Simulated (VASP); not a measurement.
# InSe (P6/mmm) in VASP: single point with r2SCAN

Aim: the single point of InSe with r2SCAN.

Everything below comes from runs of VASP 6.6.1. Logs are shortened: lines on timing, memory, paths and dates and some standing lists are left out, and cuts for length are marked.

## (1) The cell of the first run

It takes space group P6/mmm (No. 191, hexagonal). The conventional cell has a = 6.571 Å, b = 6.571 Å, c = 4.326 Å, α = 90.00°, β = 90.00°, γ = 120.00°. Within 3.8 Å of In (site symmetry mmm) lie 6 Se at 2.88 to 3.29 Å and 4 In at 3.29 Å. Within 4.4 Å of Se (site symmetry 6/mmm) lie 6 In at 3.29 Å and 14 Se at 4.33 to 4.37 Å. Se (site symmetry -6m2) has 6 In at 2.88 Å and 3 Se at 3.79 Å within 3.8 Å.

## (2) Single point, r2SCAN

Input file POSCAR:

```
InSe
1.0
    6.5708524338      0.0000000000      0.0000000000
   -3.2854262169      5.6905251322      0.0000000000
    0.0000000000      0.0000000000      4.3259483775
In Se
3 3
Direct
    0.5000000000      0.0000000000      0.0000000000
    0.5000000000      0.5000000000      0.0000000000
    0.0000000000      0.5000000000      0.0000000000
    0.0000000000      0.0000000000      0.0000000000
    0.3333333333      0.6666666667      0.5000000000
    0.6666666667      0.3333333333      0.5000000000
```

Input file INCAR.step1:

```
PREC = Accurate
ENCUT = 520
ISMEAR = 0
SIGMA = 0.1
LREAL = False
LASPH = True
NELM = 100
NBANDS = 38
GGA = PE
ALGO = Normal
EDIFF = 1E-4
LWAVE = True
LCHARG = False
```

Input file INCAR.step2:

```
PREC = Accurate
ENCUT = 520
EDIFF = 1E-6
ISMEAR = 0
SIGMA = 0.1
LREAL = False
LASPH = True
NELM = 100
ALGO = Normal
ISIF = 2
LWAVE = False
LCHARG = True
METAGGA = R2SCAN
LMIXTAU = True
LELF = True
LVHAR = True
NBANDS = 38
ISTART = 1
```

Input file KPOINTS:

```
Automatic mesh
0
Gamma
  6 6 10
```

Potentials or basis: VASP PAW PBE potentials, release 64 (In_d, Se).

The run is started by

```sh
$ cat potpaw_PBE.64/In_d/POTCAR potpaw_PBE.64/Se/POTCAR > POTCAR
$ cp INCAR.step1 INCAR
$ mpirun -np 1 vasp_std > vasp.out
$ cp INCAR.step2 INCAR
$ mpirun -np 1 vasp_std > vasp.out
```

OUTCAR:

```text
PREC = Accurate
   ENCUT = 520
   EDIFF = 1E-6
   ISMEAR = 0
   LREAL = False
   LASPH = True
   NELM = 100
   ISIF = 2
   METAGGA = R2SCAN
   ISTART = 1

 ion  position               nearest neighbor table
   1  0.500  0.000  0.000-   5 2.88   6 2.88   5 2.88   6 2.88   4 3.29   4 3.29   2 3.29   2 3.29
                             3 3.29   3 3.29
   2  0.500  0.500  0.000-   5 2.88   6 2.88   5 2.88   6 2.88   3 3.29   3 3.29   4 3.29   1 3.29
                             1 3.29   4 3.29
   3  0.000  0.500  0.000-   5 2.88   6 2.88   5 2.88   6 2.88   2 3.29   2 3.29   4 3.29   4 3.29
                             1 3.29   1 3.29
   4  0.000  0.000  0.000-   1 3.29   1 3.29   3 3.29   3 3.29   2 3.29   2 3.29
   5  0.333  0.667  0.500-   3 2.88   3 2.88   1 2.88   1 2.88   2 2.88   2 2.88
   6  0.667  0.333  0.500-   3 2.88   3 2.88   1 2.88   1 2.88   2 2.88   2 2.88

  LATTYP: Found a hexagonal cell.
 ALAT       =     6.5708524338
 C/A-ratio  =     0.6583542122

  Lattice vectors:

 A1 = (   6.5708524338,   0.0000000000,   0.0000000000)
 A2 = (  -3.2854262169,   5.6905251322,   0.0000000000)
 A3 = (   0.0000000000,   0.0000000000,   4.3259483775)

Analysis of symmetry for initial positions (statically):
=====================================================================
 Subroutine PRICEL returns:
 Original cell was already a primitive cell.

 Routine SETGRP: Setting up the symmetry group for a
 hexagonal supercell.

 Subroutine GETGRP returns: Found 24 space group operations
 (whereof 24 operations were pure point group operations)
 out of a pool of 24 trial point group operations.

The static configuration has the point symmetry D_6h.

Analysis of symmetry for dynamics (positions and initial velocities):
=====================================================================
 Subroutine PRICEL returns:
 Original cell was already a primitive cell.

 Routine SETGRP: Setting up the symmetry group for a
 hexagonal supercell.

 Subroutine GETGRP returns: Found 24 space group operations
 (whereof 24 operations were pure point group operations)
 out of a pool of 24 trial point group operations.

The dynamic configuration has the point symmetry D_6h.

 Subroutine INISYM returns: Found 24 space group operations
 (whereof 24 operations are pure point group operations),
 and found     1 'primitive' translations

----------------------------------------------------------------------------------------

                                     Primitive cell

  volume of cell :     161.7541

  direct lattice vectors                    reciprocal lattice vectors
     6.570852434  0.000000000  0.000000000     0.152187256  0.087865353  0.000000000
    -3.285426217  5.690525132  0.000000000     0.000000000  0.175730706  0.000000000
     0.000000000  0.000000000  4.325948377     0.000000000  0.000000000  0.231163184

  length of vectors
     6.570852434  6.570852434  4.325948377     0.175730706  0.175730706  0.231163184

  position of ions in fractional coordinates (direct lattice)
     0.500000000  0.000000000  0.000000000
     0.500000000  0.500000000  0.000000000
     1.000000000  0.500000000  0.000000000
     0.000000000  0.000000000  0.000000000
     0.333333333  0.666666667  0.500000000
     0.666666667  0.333333333  0.500000000

  ion indices of the primitive-cell ions
   primitive index   ion index
                 1           1
                 2           2
                 3           3
                 4           4
                 5           5
                 6           6

----------------------------------------------------------------------------------------

 KPOINTS: Automatic mesh

Automatic generation of k-mesh.
 Grid dimensions read from file:
 generate k-points for:    6    6   10

 Generating k-lattice:

  Cartesian coordinates                     Fractional coordinates (reciprocal lattice)
     0.025364543  0.014644226  0.000000000     0.166666667  0.000000000  0.000000000
     0.000000000  0.029288451  0.000000000     0.000000000  0.166666667  0.000000000
     0.000000000  0.000000000  0.023116318     0.000000000  0.000000000  0.100000000

  Length of vectors
     0.029288451  0.029288451  0.023116318

  Shift w.r.t. Gamma in fractional coordinates (k-lattice)
     0.000000000  0.000000000  0.000000000

 Subroutine IBZKPT returns following result:
 ===========================================

 Found     42 irreducible k-points:

 Following reciprocal coordinates:
            Coordinates               Weight
  0.000000  0.000000  0.000000      1.000000
  0.166667  0.000000  0.000000      6.000000
  0.333333  0.000000  0.000000      6.000000
  0.500000  0.000000  0.000000      3.000000
  0.166667  0.166667  0.000000      6.000000
  0.333333  0.166667  0.000000     12.000000
[... 16 lines left out ...]
  0.166667  0.000000  0.300000     12.000000
  0.333333  0.000000  0.300000     12.000000
 [... further k-points ...]
   k-points           NKPTS =     42   k-points in BZ     NKDIM =     42   number of bands    NBANDS=     38
   number of dos      NEDOS =    301   number of ions     NIONS =      6
   total plane-waves  NPLWV =  80000
   dimension x,y,z NGX =    50 NGY =   50 NGZ =   32
   dimension x,y,z NGXF=   100 NGYF=  100 NGZF=   64
   ions per type =               3   3
   NGX,Y,Z   is equivalent  to a cutoff of  12.65, 12.65, 12.30 a.u.
   NGXF,Y,Z  is equivalent  to a cutoff of  25.30, 25.30, 24.60 a.u.
 SYSTEM =  unknown system
   PREC   = accura    normal or accurate (medium, high low for compatibility)
   ISTART =      1    job   : 0-new  1-cont  2-samecut
   ICHARG =      0    charge: 1-file 2-atom 10-const
   ISPIN  =      1    spin polarized calculation?
   LNONCOLLINEAR =      F non collinear calculations
   LSORBIT =      F    spin-orbit coupling
   LASPH  =      T    aspherical Exc in radial PAW
   ENCUT  =  520.0 eV  38.22 Ry    6.18 a.u.  12.22 12.22  8.04*2*pi/ulx,y,z
   NELM   =    100;   NELMIN=  2; NELMDL=  0     # of ELM steps
   EDIFF  = 0.1E-05   stopping-criterion for ELM
   LREAL  =      F    real-space projection
   EDIFFG = 0.1E-04   stopping-criterion for IOM
   NSW    =      0    number of steps for IOM
   IBRION =     -1    ionic relax: 0-MD 1-quasi-New 2-CG
   NFREE  =      0    steps in history (QN), initial steepest desc. (CG)
   ISIF   =      2    stress and relaxation
   ISYM   =      2    0-nonsym 1-usesym 2-fastsym
   POTIM  = 0.5000    time-step for ionic-motion
   TEBEG  =    0.0;   TEEND  =   0.0 temperature during run
   PSTRESS=    0.0 pullay stress
   NELECT =      57.0000    total number of electrons
   NUPDOWN=      -1.0000    fix difference up-down
   EMIN   =  10.00;   EMAX   =-10.00  energy-range for DOS
   EFERMI =   0.00;   METHOD = LEGACY
   ISMEAR =     0;   SIGMA  =   0.10  broadening in eV -4-tet -1-fermi 0-gaus
   EFERMI_NEDOS =   21; number of points for ismear=-14 and -15
   IALGO  =     38    algorithm
   IMIX   =      4    mixing-type and parameters
     AMIX     =   0.40;   BMIX     =  1.00
     AMIX_MAG =   1.60;   BMIX_MAG =  1.00
  volume/ion in A,a.u.               =      26.96       181.93
  Fermi-wavevector in a.u.,A,eV,Ry     =   1.156329  2.185144 18.192298  1.337096
  Thomas-Fermi vector in A             =   2.292950
   LORBIT       =      0    0 simple, 1 ext, 2 COOP (PROOUT), +10 PAW based schemes
   METAGGA = R2SCAN    functional components
   LHFCALC =     F    Hartree Fock is set to
   AEXX    =    0.0000 exact exchange contribution
   IVDW    =     0    specifies the selected vdW correction
   LEPSILON=     F    determine dielectric tensor
   LRPA    =     F    only Hartree local field effects (RPA)
 non-spin polarized calculation
 Gauss-broadening in eV      SIGMA  =   0.10
  energy-cutoff  :      520.00
  volume of cell :      161.75
 maximum number of plane-waves:      4380
 NGX is ok and might be reduce to    50
   NGX = 25   NGY = 25   NGZ = 17

 number of electron      56.9999976 magnetization

 Free energy of the ion-electron system (eV)
  ---------------------------------------------------
  ext. energy  EPLUGINS =         0.00000000
  ---------------------------------------------------
  free energy    TOTEN  =      -111.90165283 eV

  energy without entropy =     -111.88758239  energy(sigma->0) =     -111.89461761

 E-fermi :   4.4957     XC(G=0):  -9.9654

 val. band max:        4.4847508930   @ k =   0.1667   0.0000   0.0000
 cond. band min:       4.5033168735   @ k =   0.0000   0.0000   0.0000
 fundamental gap:      0.0185659805
 Fermi energy:         4.4957240149

 k-point     1 :       0.0000    0.0000    0.0000
  band No.  band energies     occupation
      1     -11.1538      2.00000
      2     -10.8860      2.00000
      3     -10.8454      2.00000
      4     -10.8453      2.00000
      5     -10.8416      2.00000
      6     -10.6635      2.00000
[... 30 lines left out ...]
     37      11.4896      0.00000
     38      12.1522      0.00000

 k-point     2 :       0.1667    0.0000    0.0000
  band No.  band energies     occupation
      1     -11.1211      2.00000
      2     -10.8711      2.00000
      3     -10.8439      2.00000
      4     -10.8229      2.00000
      5     -10.8204      2.00000
      6     -10.6690      2.00000
[... 30 lines left out ...]
     37      10.2890      0.00000
     38      11.3013      0.00000

 k-point     3 :       0.3333    0.0000    0.0000
  band No.  band energies     occupation
      1     -11.0365      2.00000
      2     -10.8419      2.00000
      3     -10.8332      2.00000
      4     -10.7698      2.00000
      5     -10.7527      2.00000
      6     -10.7219      2.00000
[... 30 lines left out ...]
     37      10.0195      0.00000
[... 781 lines left out ...]
 k-point    23 :       0.1667    0.0000    0.3000
  band No.  band energies     occupation
      1     -11.1856      2.00000
      2     -10.9871      2.00000
      3     -10.8381      2.00000
      4     -10.8177      2.00000
      5     -10.7743      2.00000
      6     -10.6938      2.00000
[... 30 lines left out ...]
     37      11.0384      0.00000
     38      11.5758      0.00000

 k-point    24 :       0.3333    0.0000    0.3000
  band No.  band energies     occupation
      1     -11.1290      2.00000
      2     -10.9495      2.00000
      3     -10.8416      2.00000
      4     -10.7895      2.00000
      5     -10.7495      2.00000
      6     -10.6851      2.00000
[... 30 lines left out ...]
     37      11.0262      0.00000
     38      11.2107      0.00000

 [... further k-points ...]

------------------------ aborting loop because EDIFF is reached ----------------------------------------

  FORCE on cell =-STRESS in cart. coord.  units (eV):
  Direction    XX          YY          ZZ          XY          YZ          ZX
  --------------------------------------------------------------------------------------
  -------------------------------------------------------------------------------------
  Total        0.0496664      0.0496664      0.0802171      0.0000000      0.0000000      0.0000000
  in kB        0.4919464      0.4919464      0.7945518      0.0000000      0.0000000      0.0000000
  external PRESSURE =       0.5928149 kB  Pullay stress =       0.0000000 kB

 VOLUME and BASIS-vectors are now :
 -----------------------------------------------------------------------------
  energy-cutoff  :      520.00
  volume of cell :      161.75
      direct lattice vectors                 reciprocal lattice vectors
     6.570852434  0.000000000  0.000000000     0.152187256  0.087865353  0.000000000
    -3.285426217  5.690525132  0.000000000     0.000000000  0.175730706  0.000000000
     0.000000000  0.000000000  4.325948377     0.000000000  0.000000000  0.231163184

 POSITION                                       TOTAL-FORCE (eV/Angst)
 -----------------------------------------------------------------------------------
      3.28543      0.00000      0.00000         0.000000      0.000000      0.000000
      1.64271      2.84526      0.00000         0.000000      0.000000      0.000000
     -1.64271      2.84526      0.00000         0.000000      0.000000      0.000000
      0.00000      0.00000      0.00000         0.000000      0.000000      0.000000
     -0.00000      3.79368      2.16297         0.000000      0.000000      0.000000
      3.28543      1.89684      2.16297        -0.000000      0.000000      0.000000
 -----------------------------------------------------------------------------------
    total drift:                               -0.000000      0.000000     -0.000000

  FREE ENERGIE OF THE ION-ELECTRON SYSTEM (eV)
  ---------------------------------------------------
  free  energy   TOTEN  =      -111.9016528341 eV

  energy  without entropy=     -111.8875823855  energy(sigma->0) =     -111.89461761
```

Wall time 9.7 min (1 thread of Intel Xeon 6975P-C (Granite Rapids), shared host); peak memory 0.43 GiB.

What came out:

| Item | Value |
| --- | --- |
| Free energy | -111.9017 eV |
| Pressure | 0.1 GPa |
| Band gap on the k mesh | zero (an odd number of electrons rules out a gap without spin polarisation) |

Caveat: the PAW data sets were made with another functional, which shifts forces and pressure a little; spin-orbit coupling is left out, which moves the levels of the heavy elements.
